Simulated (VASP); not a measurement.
# KF (P1) in VASP: single point with PBE

Aim: the single point of KF with PBE.

Program: VASP 6.6.1. These are calculated values, not measurements. Logs are shortened: lines on timing, memory, paths and dates and some standing lists are left out, and cuts for length are marked.

### Step 1. The cell of the first run

The typed cell holds 2 atoms: a = 3.259 Å, b = 3.259 Å, c = 3.259 Å, α = 90.00°, β = 90.00°, γ = 90.00°.

### Step 2. Single point, PBE

File INCAR:

```
SYSTEM = KF
PREC = Accurate ; ENCUT = 600
EDIFF = 1E-6 ; ISMEAR = -4
SIGMA = 0.1 ; LREAL = .FALSE.
LASPH = .TRUE. ; NELM = 120
ALGO = Normal ; ISIF = 2
LWAVE = .FALSE. ; LCHARG = .FALSE.
GGA = PE ; NBANDS = 15
NELECT = 16.1 ; GGA_COMPAT = .FALSE.
```

File KPOINTS:

```
regular mesh
0
G
  3 3 3
  0 0 0
```

File POSCAR:

```
KF
1.0
    3.2589550000      0.0000000000      0.0000000000
    0.0000000000      3.2589550000      0.0000000000
    0.0000000000      0.0000000000      3.2589550000
K F
1 1
Direct
   -0.0590159578     -0.1318908140      0.0624056497
    0.4675636543      0.6075275715      0.4782841568
```

Potentials or basis: VASP PAW PBE potentials, release 64 (K_sv, F).

The run is started by

```bash
$ cat potpaw_PBE.64/K_sv/POTCAR potpaw_PBE.64/F/POTCAR > POTCAR
$ mpirun -np 1 vasp_std > vasp.out
```

OUTCAR:

```text
SYSTEM = KF
   PREC = Accurate
   ENCUT = 600
   EDIFF = 1E-6
   ISMEAR = -4
   LREAL = .FALSE.
   LASPH = .TRUE.
   NELM = 120
   ISIF = 2
   GGA = PE
   NELECT = 16.1

 ion  position               nearest neighbor table
   1  0.941  0.868  0.062-   2 2.22   2 2.35   2 2.59   2 2.70
   2  0.468  0.608  0.478-   1 2.22   1 2.35   1 2.59   1 2.70

  LATTYP: Found a simple cubic cell.
 ALAT       =     3.2589550000

  Lattice vectors:

 A1 = (   3.2589550000,   0.0000000000,   0.0000000000)
 A2 = (   0.0000000000,   3.2589550000,   0.0000000000)
 A3 = (   0.0000000000,   0.0000000000,   3.2589550000)

Analysis of symmetry for initial positions (statically):
=====================================================================
 Subroutine PRICEL returns:
 Original cell was already a primitive cell.

 Routine SETGRP: Setting up the symmetry group for a
 simple cubic supercell.

 Subroutine GETGRP returns: Found  1 space group operations
 (whereof  1 operations were pure point group operations)
 out of a pool of 48 trial point group operations.

The static configuration has the point symmetry C_1 .

Analysis of symmetry for dynamics (positions and initial velocities):
=====================================================================
 Subroutine PRICEL returns:
 Original cell was already a primitive cell.

 Routine SETGRP: Setting up the symmetry group for a
 simple cubic supercell.

 Subroutine GETGRP returns: Found  1 space group operations
 (whereof  1 operations were pure point group operations)
 out of a pool of 48 trial point group operations.

The dynamic configuration has the point symmetry C_1 .

 Subroutine INISYM returns: Found  1 space group operations
 (whereof  1 operations are pure point group operations),
 and found     1 'primitive' translations

----------------------------------------------------------------------------------------

                                     Primitive cell

  volume of cell :      34.6127

  direct lattice vectors                    reciprocal lattice vectors
     3.258955000  0.000000000  0.000000000     0.306846827  0.000000000  0.000000000
     0.000000000  3.258955000  0.000000000     0.000000000  0.306846827  0.000000000
     0.000000000  0.000000000  3.258955000     0.000000000  0.000000000  0.306846827

  length of vectors
     3.258955000  3.258955000  3.258955000     0.306846827  0.306846827  0.306846827

  position of ions in fractional coordinates (direct lattice)
     0.940984042  0.868109186  0.062405650
[... 79 lines left out ...]
   PSTRESS=    0.0 pullay stress
   NELECT =      16.1000    total number of electrons
   NUPDOWN=      -1.0000    fix difference up-down
   EMIN   =  10.00;   EMAX   =-10.00  energy-range for DOS
   EFERMI =   0.00;   METHOD = LEGACY
   ISMEAR =    -4;   SIGMA  =   0.10  broadening in eV -4-tet -1-fermi 0-gaus
   EFERMI_NEDOS =   21; number of points for ismear=-14 and -15
   IALGO  =     38    algorithm
   IMIX   =      4    mixing-type and parameters
     AMIX     =   0.40;   BMIX     =  1.00
     AMIX_MAG =   1.60;   BMIX_MAG =  1.00
  volume/ion in A,a.u.               =      17.31       116.79
  Fermi-wavevector in a.u.,A,eV,Ry     =   1.268445  2.397014 21.891143  1.608954
  Thomas-Fermi vector in A             =   2.401540
   LORBIT       =      0    0 simple, 1 ext, 2 COOP (PROOUT), +10 PAW based schemes
   GGA     = PE    functional components
   LHFCALC =     F    Hartree Fock is set to
   AEXX    =    0.0000 exact exchange contribution
   IVDW    =     0    specifies the selected vdW correction
   LEPSILON=     F    determine dielectric tensor
   LRPA    =     F    only Hartree local field effects (RPA)
 non-spin polarized calculation
 Fermi weights with tetrahedron method witout Bloechl corrections
  energy-cutoff  :      600.00
  volume of cell :       34.61
 maximum number of plane-waves:      1189
 NGX is ok and might be reduce to    28
   NGX = 13   NGY = 13   NGZ = 13

 number of electron      16.1000006 magnetization

 Free energy of the ion-electron system (eV)
  ---------------------------------------------------
  ext. energy  EPLUGINS =         0.00000000
  ---------------------------------------------------
  free energy    TOTEN  =        -7.14330457 eV

  energy without entropy =       -7.14330457  energy(sigma->0) =       -7.14330457

 E-fermi :   5.3202     XC(G=0):  -8.9973

 val. band max:        3.7171597154   @ k =   0.0000   0.0000   0.0000
 cond. band min:       5.4414929051   @ k =   0.3333   0.0000   0.0000
 fundamental gap:      1.7243331897
 Fermi energy:         5.3201879292

 k-point     1 :       0.0000    0.0000    0.0000
  band No.  band energies     occupation
      1     -28.7182      2.00000
      2     -21.2743      2.00000
      3     -11.7737      2.00000
      4     -11.7384      2.00000
      5     -11.6878      2.00000
      6      -2.6240      2.00000
      7      -2.4759      2.00000
      8      -2.3495      2.00000
      9       3.7172      1.23897
     10       6.5623      0.00000
     11       7.6873      0.00000
     12      12.0219      0.00000
     13      12.1857      0.00000
     14      12.2575      0.00000
[... 221 lines left out ...]
      2     -21.3184      2.00000
      3     -12.3426      2.00000
      4     -12.2720      2.00000
      5     -12.0914      2.00000
      6      -3.1420      2.00000
      7      -2.8127      2.00000
      8      -2.5833      2.00000
      9       6.7931      0.00000
     10       8.0678      0.00000
     11       9.5141      0.00000
     12      10.2307      0.00000
     13      11.1846      0.00000
     14      12.3737      0.00000
     15      16.4306      0.00000

------------------------ aborting loop because EDIFF is reached ----------------------------------------

  FORCE on cell =-STRESS in cart. coord.  units (eV):
  Direction    XX          YY          ZZ          XY          YZ          ZX
  --------------------------------------------------------------------------------------
  -------------------------------------------------------------------------------------
  Total        3.7134478      2.1667459      3.1594611      0.4511764     -1.0799161     -0.5087090
  in kB      171.8908720    100.2959703    146.2475192     20.8843949    -49.9879685    -23.5475042
  external PRESSURE =     139.4781205 kB  Pullay stress =       0.0000000 kB

 VOLUME and BASIS-vectors are now :
 -----------------------------------------------------------------------------
  energy-cutoff  :      600.00
  volume of cell :       34.61
      direct lattice vectors                 reciprocal lattice vectors
     3.258955000  0.000000000  0.000000000     0.306846827  0.000000000  0.000000000
     0.000000000  3.258955000  0.000000000     0.000000000  0.306846827  0.000000000
     0.000000000  0.000000000  3.258955000     0.000000000  0.000000000  0.306846827

 POSITION                                       TOTAL-FORCE (eV/Angst)
 -----------------------------------------------------------------------------------
      3.06662      2.82913      0.20338         0.497277      0.989285     -1.165754
      1.52377      1.97991      1.55871        -0.497277     -0.989285      1.165754
 -----------------------------------------------------------------------------------
    total drift:                               -0.000607     -0.000121      0.000715

  FREE ENERGIE OF THE ION-ELECTRON SYSTEM (eV)
  ---------------------------------------------------
  free  energy   TOTEN  =        -7.1433045677 eV

  energy  without entropy=       -7.1433045677  energy(sigma->0) =       -7.14330457
```

Wall time 12 s (1 thread of Intel Xeon 8259CL, shared host); peak memory 0.16 GiB.

What came out:

```
Free energy   : -7.1433 eV
Largest force : 1.608 eV/Å
```

Forces on the atoms (eV/Å):
```
K    0.497  0.989 -1.166
F   -0.497 -0.989  1.166
```

Levels at points of the mesh, in eV from the Fermi level:
```csv
k point,band 4,band 5,band 6,band 7,band 8,band 9,band 10,band 11,band 12,band 13
"(0.00, 0.00, 0.00)",-17.06,-17.01,-7.94,-7.80,-7.67,-1.60,1.24,2.37,6.70,6.87
```

Caveat: the k points lie up to 0.64 Å⁻¹ apart; the cell carries a net charge on a neutralising background, which shifts energy and pressure; the cell is charged against a uniform background, so pressure and absolute levels hang on convention; forces of over 1 eV/Å act on the atoms, so gaps and moduli don't describe the material at rest.
